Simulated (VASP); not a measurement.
Wanted: the native input for a VASP 6.6.1 run.

```yaml
Task: relaxation of cell and atoms
Functional: PBE
Potentials_or_basis: VASP PAW PBE potentials, release 64 (Pb_d, O)
Cutoff: 600 eV
k_mesh: 12 × 12 × 12
Occupations: fermi-dirac, width 0.05 eV
Spin: no spin polarisation
Target_pressure: 12 GPa
Dipole_correction: no
Further_INCAR_settings: ALGO = Normal; EDIFF = 1e-06; IBRION = 2; EDIFFG = -0.005; NSW = 32; ISIF = 3
```

The structure of PbO (CsCl type) lies in POSCAR:

```
PbO
1.0
    3.1075890309      0.0000000000      0.0000000000
    0.0000000000      3.1075890309      0.0000000000
    0.0000000000      0.0000000000      3.1075890309
Pb O
1 1
Direct
    0.0000000000      0.0000000000      0.0000000000
    0.5000000000      0.5000000000      0.5000000000
```

One way to write it, as run:

INCAR

```
PREC     = Accurate       # precision mode
ENCUT    = 600            # plane-wave cutoff, eV
EDIFF    = 1E-6           # SCF threshold, eV
ISMEAR   = -1             # smearing method
SIGMA    = 0.05           # smearing width, eV
LREAL    = F              # projectors in reciprocal space
LASPH    = T              # aspherical terms in the spheres
NELM     = 60             # most SCF steps
ALGO     = Normal         # electronic algorithm
ISIF     = 3              # what is computed and relaxed
LWAVE    = F              # write WAVECAR
LCHARG   = F              # write CHGCAR
GGA      = PE             # functional
IBRION   = 2              # ionic algorithm
NSW      = 32             # ionic steps
EDIFFG   = -0.005         # ionic threshold
PSTRESS  = 120.0
```

KPOINTS

```
Automatic mesh
0
Gamma
  12 12 12
```

Potentials or basis: VASP PAW PBE potentials, release 64 (Pb_d, O).

Run with:

```bash
$ cat potpaw_PBE.64/Pb_d/POTCAR potpaw_PBE.64/O/POTCAR > POTCAR
$ mpirun -np 1 vasp_std > vasp.out
```

It gave:

```yaml
Relaxed_volume: 15.00 Å³/atom
Relaxed_cell: a = 3.107 Å, b = 3.107 Å, c = 3.107 Å, α = 90.00°, β = 90.00°, γ = 90.00°
Space_group_after_relaxing_to_0.05_Å: Pm-3m (No. 221)
Energy_change_on_relaxing_the_enthalpy_is_what_falls: +0.3 meV/atom
Ionic_steps: 4
Pressure_after_relaxing: 12.0 GPa
Band_gap_on_the_k_mesh: 0.06 eV, direct
```

Caveat: the cell is relaxed towards a set pressure, so the enthalpy falls and the energy may rise; spin-orbit coupling is left out, which moves the levels of the heavy elements.

Wall time 36 s on 1 thread of Intel(R) Xeon(R) 6975P-C (Granite Rapids), on a shared host, peak memory 0.19 GiB.
